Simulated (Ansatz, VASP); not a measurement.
SnO2: VASP beside Ansatz

The input INCAR:

```
PREC = Accurate
ENCUT = 520
EDIFF = 1E-6
ISMEAR = -1
SIGMA = 0.05
LREAL = False
LASPH = True
NELM = 80
ALGO = Normal
ISIF = 2
LWAVE = False
LCHARG = True
GGA = PS
LELF = True
LVHAR = True
NBANDS = 35
```

File KPOINTS:

```
regular mesh
0
Gamma
  9 9 9
```

POSCAR

```
SnO2
1.0
   -2.0263883217      2.0263883217      5.1911034150
    2.0263883217     -2.0263883217      5.1911034150
    2.0263883217      2.0263883217     -5.1911034150
Sn O
2 4
Direct
    0.0000000000      0.0000000000      0.0000000000
    0.7500000000      0.2500000000      0.5000000000
    0.5465225900      0.0465225900      0.5000000000
    0.2034774100      0.2034774100      0.0000000000
    0.9534774100      0.4534774100      0.5000000000
    0.7965225900      0.7965225900      0.0000000000
```

input.yaml

```yaml
crystal:
  lattice:
    - [-2.0263883217, 2.0263883217, 5.191103415]
    - [2.0263883217, -2.0263883217, 5.191103415]
    - [2.0263883217, 2.0263883217, -5.191103415]
  atoms:
    - { symbol: Sn, position: [0.0, 0.0, 0.0] }
    - { symbol: Sn, position: [0.75, 0.25, 0.5] }
    - { symbol: O, position: [0.54652259, 0.04652259, 0.5] }
    - { symbol: O, position: [0.20347741, 0.20347741, 0.0] }
    - { symbol: O, position: [0.95347741, 0.45347741, 0.5] }
    - { symbol: O, position: [0.79652259, 0.79652259, 0.0] }
kpoints:
  mp_grid: { grid: [9, 9, 9] }
scf:
  occupations: { method: fermi_dirac, width: 0.05 }
hamiltonian:
  xc: pbesol
  pseudopotentials: { kind: all_electron, lapw: { basis_error: 0.001 } }
output:
  forces: true
  stress: true
  eigenvalues: true
```

Change from the starting cell: volume scaled by 1.04.

Alike in both runs: task single point; functional PBEsol; k mesh 9 × 9 × 9; occupations fermi-dirac, width 0.05 eV; no spin polarisation.

```csv
,VASP,Ansatz
version,VASP 6.6.1,Ansatz 0.2.0
potentials or method,"VASP PAW PBE potentials, release 64 (Sn_d, O), cutoff 520 eV","all-electron LAPW, scalar-relativistic"
```

VASP gave:

- gap on the k mesh at the Fermi level (eV): 1.15
- least direct gap on the mesh (eV): 1.51
- pressure (GPa): -5.2
- traceless stress, the component that is largest in VASP (GPa): -1.38
- rms of the force components (eV/Å): 0.131

Question: Estimate Ansatz's values.

Answer: gap on the k mesh at the Fermi level (eV): 1.16; least direct gap on the mesh (eV): 1.52; pressure (GPa): -5.7; traceless stress, the component that is largest in VASP (GPa): -1.53; rms of the force components (eV/Å): 0.142.

VASP's potentials were made for PBE, not for PBEsol. Atom by atom the forces differ by 0.011 eV/Å (rms over components). Ansatz ran all-electron here, and VASP with PAW potentials.
